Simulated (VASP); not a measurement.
# Si2Mo in VASP: relaxation of the atoms with PBEsol

Aim: the relaxation of the atoms of Si2Mo with PBEsol.

All numbers are computed with VASP 6.6.1; they aren't measurements. Logs are shortened: lines on timing, memory, paths and dates and some standing lists are left out, and cuts for length are marked.

### 1 The cell of the first run

The cell holds a slab with vacuum, 6 atoms: a = 3.190 Å, b = 3.190 Å, c = 23.491 Å, α = 90.00°, β = 90.00°, γ = 90.00°.

### 2 Relaxation of the atoms, PBEsol

INCAR

```
SYSTEM = Si2Mo
ALGO = Normal
DIPOL = 0.5 0.5 0.500
EDIFF = 1E-7
EDIFFG = -0.03
ENCUT = 520
GGA = PS
IBRION = 2
IDIPOL = 3
ISIF = 2
ISMEAR = 0
LASPH = .TRUE.
LCHARG = .FALSE.
LDIPOL = .TRUE.
LREAL = .FALSE.
LUSENCCL = .FALSE.
LWAVE = .FALSE.
NELM = 80
NSW = 90
PREC = Accurate
SIGMA = 0.1
```

KPOINTS

```
k-points
0
G
  9 9 1
  0 0 0
```

POSCAR

```
Si2Mo
1.0
    3.1900701700      0.0000000000      0.0000000000
    0.0000000000      3.1900701700      0.0000000000
    0.0000000000      0.0000000000     23.4908154018
Si Mo
4 2
Selective dynamics
Direct
    0.0000000000      0.0000000000      0.3618435484  F F F
    0.0000000000      0.0000000000      0.4716789609  F F F
    0.5000000000      0.5000000000      0.5283210391  T T T
    0.5000000000      0.5000000000      0.6381564516  T T T
    0.5000000000      0.5000000000      0.4167612547  F F F
    0.0000000000      0.0000000000      0.5832387453  T T T
```

Potentials or basis: VASP PAW PBE potentials, release 64 (Si, Mo_sv).

Command:

```console
> cat potpaw_PBE.64/Si/POTCAR potpaw_PBE.64/Mo_sv/POTCAR > POTCAR
> mpirun -np 1 vasp_std > vasp.out
```

OUTCAR:

```text
SYSTEM = Si2Mo
   EDIFF = 1E-7
   EDIFFG = -0.03
   ENCUT = 520
   GGA = PS
   IBRION = 2
   ISIF = 2
   ISMEAR = 0
   LASPH = .TRUE.
   LREAL = .FALSE.
   NELM = 80
   NSW = 90
   PREC = Accurate

 ion  position               nearest neighbor table
   1  0.000  0.000  0.362-   2 2.58   5 2.60   5 2.60   5 2.60   5 2.60
   2  0.000  0.000  0.472-   1 2.58   5 2.60   5 2.60   5 2.60   5 2.60   3 2.62   3 2.62   3 2.62
                             3 2.62   6 2.62
   3  0.500  0.500  0.528-   4 2.58   6 2.60   6 2.60   6 2.60   6 2.60   2 2.62   2 2.62   2 2.62
                             2 2.62   5 2.62
   4  0.500  0.500  0.638-   3 2.58   6 2.60   6 2.60   6 2.60   6 2.60
   5  0.500  0.500  0.417-   2 2.60   2 2.60   2 2.60   2 2.60   1 2.60   1 2.60   1 2.60   1 2.60
                             3 2.62
   6  0.000  0.000  0.583-   3 2.60   3 2.60   3 2.60   3 2.60   4 2.60   4 2.60   4 2.60   4 2.60
                             2 2.62

  LATTYP: Found a simple tetragonal cell.
 ALAT       =     3.1900701700
 C/A-ratio  =     7.3637299965

  Lattice vectors:

 A1 = (   3.1900701700,   0.0000000000,   0.0000000000)
 A2 = (   0.0000000000,   3.1900701700,   0.0000000000)
 A3 = (   0.0000000000,   0.0000000000,  23.4908154018)

Analysis of symmetry for initial positions (statically):
=====================================================================
 Subroutine PRICEL returns:
 Original cell was already a primitive cell.

 Routine SETGRP: Setting up the symmetry group for a
 simple tetragonal supercell.

 Subroutine GETGRP returns: Found 16 space group operations
 (whereof  8 operations were pure point group operations)
 out of a pool of 16 trial point group operations.

The static configuration has the point symmetry C_4v.
 The point group associated with its full space group is D_4h.

Analysis of symmetry for dynamics (positions and initial velocities):
=====================================================================
 Subroutine PRICEL returns:
 Original cell was already a primitive cell.

 Routine SETGRP: Setting up the symmetry group for a
 simple tetragonal supercell.

 Subroutine GETGRP returns: Found 16 space group operations
 (whereof  8 operations were pure point group operations)
 out of a pool of 16 trial point group operations.

The dynamic configuration has the point symmetry C_4v.
 The point group associated with its full space group is D_4h.

Analysis of constrained symmetry for selective dynamics:
=====================================================================
 Subroutine PRICEL returns:
 Original cell was already a primitive cell.

 Routine SETGRP: Setting up the symmetry group for a
 simple tetragonal supercell.

 Subroutine GETGRP returns: Found  8 space group operations
 (whereof  8 operations were pure point group operations)
 out of a pool of 16 trial point group operations.

The constrained configuration has the point symmetry C_4v.

 Subroutine INISYM returns: Found  8 space group operations
 (whereof  8 operations are pure point group operations),
 and found     1 'primitive' translations

----------------------------------------------------------------------------------------

                                     Primitive cell

  volume of cell :     239.0554

  direct lattice vectors                    reciprocal lattice vectors
     3.190070170  0.000000000  0.000000000     0.313472728  0.000000000  0.000000000
     0.000000000  3.190070170  0.000000000     0.000000000  0.313472728  0.000000000
     0.000000000  0.000000000 23.490815402     0.000000000  0.000000000  0.042569829

  length of vectors
     3.190070170  3.190070170 23.490815402     0.313472728  0.313472728  0.042569829

  position of ions in fractional coordinates (direct lattice)
     0.000000000  0.000000000  0.361843548
     0.000000000  0.000000000  0.471678961
     0.500000000  0.500000000  0.528321039
     0.500000000  0.500000000  0.638156452
     0.500000000  0.500000000  0.416761255
     0.000000000  0.000000000  0.583238745

  ion indices of the primitive-cell ions
   primitive index   ion index
                 1           1
                 2           2
                 3           3
                 4           4
                 5           5
                 6           6

----------------------------------------------------------------------------------------

 KPOINTS: k-points

Automatic generation of k-mesh.
 Grid dimensions read from file:
 generate k-points for:    9    9    1

 Generating k-lattice:

  Cartesian coordinates                     Fractional coordinates (reciprocal lattice)
     0.034830303  0.000000000  0.000000000     0.111111111  0.000000000  0.000000000
     0.000000000  0.034830303  0.000000000     0.000000000  0.111111111  0.000000000
     0.000000000  0.000000000  0.042569829     0.000000000  0.000000000  1.000000000

  Length of vectors
     0.034830303  0.034830303  0.042569829

  Shift w.r.t. Gamma in fractional coordinates (k-lattice)
     0.000000000  0.000000000  0.000000000

 Subroutine IBZKPT returns following result:
 ===========================================

 Found     15 irreducible k-points:

 Following reciprocal coordinates:
            Coordinates               Weight
  0.000000  0.000000  0.000000      1.000000
  0.111111  0.000000  0.000000      4.000000
  0.222222  0.000000  0.000000      4.000000
  0.333333  0.000000  0.000000      4.000000
  0.444444  0.000000  0.000000      4.000000
  0.111111  0.111111  0.000000      4.000000
  0.222222  0.111111  0.000000      8.000000
  0.333333  0.111111  0.000000      8.000000
  0.444444  0.111111  0.000000      8.000000
  0.222222  0.222222  0.000000      4.000000
  0.333333  0.222222  0.000000      8.000000
  0.444444  0.222222  0.000000      8.000000
  0.333333  0.333333  0.000000      4.000000
  0.444444  0.333333  0.000000      8.000000
  0.444444  0.444444  0.000000      4.000000
   k-points           NKPTS =     15   k-points in BZ     NKDIM =     15   number of bands    NBANDS=     26
   number of dos      NEDOS =    301   number of ions     NIONS =      6
   total plane-waves  NPLWV = 103680
   dimension x,y,z NGX =    24 NGY =   24 NGZ =  180
   dimension x,y,z NGXF=    48 NGYF=   48 NGZF=  360
   ions per type =               4   2
   NGX,Y,Z   is equivalent  to a cutoff of  12.51, 12.51, 12.74 a.u.
   NGXF,Y,Z  is equivalent  to a cutoff of  25.01, 25.01, 25.48 a.u.
 SYSTEM =  Si2Mo
   PREC   = accura    normal or accurate (medium, high low for compatibility)
   ISTART =      0    job   : 0-new  1-cont  2-samecut
   ICHARG =      2    charge: 1-file 2-atom 10-const
   ISPIN  =      1    spin polarized calculation?
   LNONCOLLINEAR =      F non collinear calculations
   LSORBIT =      F    spin-orbit coupling
   LASPH  =      T    aspherical Exc in radial PAW
   ENCUT  =  520.0 eV  38.22 Ry    6.18 a.u.   5.93  5.93 43.68*2*pi/ulx,y,z
   NELM   =     80;   NELMIN=  2; NELMDL= -5     # of ELM steps
   EDIFF  = 0.1E-06   stopping-criterion for ELM
   LREAL  =      F    real-space projection
   EDIFFG = -.3E-01   stopping-criterion for IOM
   NSW    =     90    number of steps for IOM
   IBRION =      2    ionic relax: 0-MD 1-quasi-New 2-CG
   NFREE  =      1    steps in history (QN), initial steepest desc. (CG)
   ISIF   =      2    stress and relaxation
   ISYM   =      2    0-nonsym 1-usesym 2-fastsym
   POTIM  = 0.5000    time-step for ionic-motion
   TEBEG  =    0.0;   TEEND  =   0.0 temperature during run
   PSTRESS=    0.0 pullay stress
   NELECT =      44.0000    total number of electrons
   NUPDOWN=      -1.0000    fix difference up-down
   EMIN   =  10.00;   EMAX   =-10.00  energy-range for DOS
   EFERMI =   0.00;   METHOD = LEGACY
   ISMEAR =     0;   SIGMA  =   0.10  broadening in eV -4-tet -1-fermi 0-gaus
   EFERMI_NEDOS =   21; number of points for ismear=-14 and -15
   IALGO  =     38    algorithm
   IMIX   =      4    mixing-type and parameters
     AMIX     =   0.40;   BMIX     =  1.00
     AMIX_MAG =   1.60;   BMIX_MAG =  1.00
  volume/ion in A,a.u.               =      39.84       268.87
  Fermi-wavevector in a.u.,A,eV,Ry     =   0.931236  1.759780 11.798967  0.867200
  Thomas-Fermi vector in A             =   2.057708
   LORBIT       =      0    0 simple, 1 ext, 2 COOP (PROOUT), +10 PAW based schemes
   GGA     = PS    functional components
   LHFCALC =     F    Hartree Fock is set to
   AEXX    =    0.0000 exact exchange contribution
   IVDW    =     0    specifies the selected vdW correction
   LEPSILON=     F    determine dielectric tensor
   LRPA    =     F    only Hartree local field effects (RPA)
 conjugate gradient relaxation of ions
 non-spin polarized calculation
 Gauss-broadening in eV      SIGMA  =   0.10
  energy-cutoff  :      520.00
  volume of cell :      239.06
 maximum number of plane-waves:      6497
 NGX is ok and might be reduce to    24
   NGX = 11   NGY = 11   NGZ = 87

--------------------------------------- Ionic step        1  -------------------------------------------

 number of electron      44.0000008 magnetization

 Free energy of the ion-electron system (eV)
  ---------------------------------------------------
  ext. energy  EPLUGINS =         0.00000000
  ---------------------------------------------------
  free energy    TOTEN  =       -46.80787562 eV

  energy without entropy =      -46.78416111  energy(sigma->0) =      -46.79601836

------------------------ aborting loop because EDIFF is reached ----------------------------------------

 vacuum level on the upper side and lower side of the slab       (xc-potential included)        -0.073        -0.073

  FORCE on cell =-STRESS in cart. coord.  units (eV):
  Direction    XX          YY          ZZ          XY          YZ          ZX
  --------------------------------------------------------------------------------------
  -------------------------------------------------------------------------------------
  Total       -1.7866571     -1.7866571     -3.5694257      0.0000000      0.0000000      0.0000000
  in kB      -11.9743856    -11.9743856    -23.9227096      0.0000000      0.0000000      0.0000000
  external PRESSURE =     -15.9571603 kB  Pullay stress =       0.0000000 kB
[... 141 lines left out ...]
  FREE ENERGIE OF THE ION-ELECTRON SYSTEM (eV)
  ---------------------------------------------------
  free  energy   TOTEN  =       -46.8450870172 eV

  energy  without entropy=      -46.8257721646  energy(sigma->0) =      -46.83542959

 dipolmoment           0.000000      0.000000      0.000559 electrons x Angstroem

--------------------------------------- Ionic step        5  -------------------------------------------

 number of electron      44.0000007 magnetization

------------------------ aborting loop because EDIFF is reached ----------------------------------------
[... 35 lines left out ...]
--------------------------------------- Ionic step        6  -------------------------------------------

 number of electron      44.0000008 magnetization

 dipolmoment           0.000000      0.000000     -0.006203 electrons x Angstroem

 Free energy of the ion-electron system (eV)
  ---------------------------------------------------
  ext. energy  EPLUGINS =         0.00000000
  ---------------------------------------------------
  free energy    TOTEN  =       -46.85263562 eV

  energy without entropy =      -46.83435517  energy(sigma->0) =      -46.84349540

 E-fermi :   1.0738     XC(G=0):  -5.0460

 val. band max:        0.9983164756   @ k =   0.4444   0.1111   0.0000
 cond. band min:       1.0778014930   @ k =   0.1111   0.0000   0.0000
 fundamental gap:      0.0794850173
 Fermi energy:         1.0737909097

 k-point     1 :       0.0000    0.0000    0.0000
  band No.  band energies     occupation
      1     -59.3244      2.00000
      2     -59.3086      2.00000
      3     -33.5001      2.00000
      4     -33.4846      2.00000
      5     -33.4523      2.00000
      6     -33.4523      2.00000
[... 424 lines left out ...]
     25       3.4128      0.00000
     26       3.6342      0.00000

------------------------ aborting loop because EDIFF is reached ----------------------------------------

 vacuum level on the upper side and lower side of the slab       (xc-potential included)        -0.068         0.039

  FORCE on cell =-STRESS in cart. coord.  units (eV):
  Direction    XX          YY          ZZ          XY          YZ          ZX
  --------------------------------------------------------------------------------------
  -------------------------------------------------------------------------------------
  Total       -0.4991973     -0.4991973     -1.0577098      0.0000000      0.0000000      0.0000000
  in kB       -3.3456787     -3.3456787     -7.0888949      0.0000000      0.0000000      0.0000000
  external PRESSURE =      -4.5934174 kB  Pullay stress =       0.0000000 kB
[... 21 lines left out ...]
  FREE ENERGIE OF THE ION-ELECTRON SYSTEM (eV)
  ---------------------------------------------------
  free  energy   TOTEN  =       -46.8526356237 eV

  energy  without entropy=      -46.8343551665  energy(sigma->0) =      -46.84349540

 reached required accuracy - stopping structural energy minimisation

 vacuum level on the upper side and lower side of the slab         5.536         5.645
```

Wall time 4 min (1 × NVIDIA H100 80GB with 1 thread of Intel Xeon Platinum 8481C at 2.70GHz (Sapphire Rapids), shared host); peak memory 1.3 GiB.

What came out:

* Free energy: -46.8526 eV
* Energy gained by relaxing: 7.5 meV/atom
* Ionic steps: 6
* Band gap on the k mesh: zero (bands 22 and 23 overlap by 0.80 eV)

Step by step:
```
step  energy change (eV)  largest force on free atoms (eV/Å)  pressure (GPa)
   1              0.0000                              0.5140           -1.60
   2             -0.0117                              0.4042           -1.43
   3             -0.0283                              0.4199           -0.90
   4             -0.0372                              0.2339           -0.76
   5             -0.0427                              0.2344           -0.54
   6             -0.0448                              0.0073           -0.46
```

Final structure:
```
Si Mo
1.0
     3.19007    0.00000    0.00000
     0.00000    3.19007    0.00000
     0.00000    0.00000   23.49082
Si Mo
4 2
Cartesian
  0.0000 0.0000 8.5000
  0.0000 0.0000 11.0801
  1.5950 1.5950 12.3408
  1.5950 1.5950 14.8431
  1.5950 1.5950 9.7901
  0.0000 0.0000 13.6448
```

Caveat: the PAW data sets were made with another functional, which shifts forces and pressure a little.
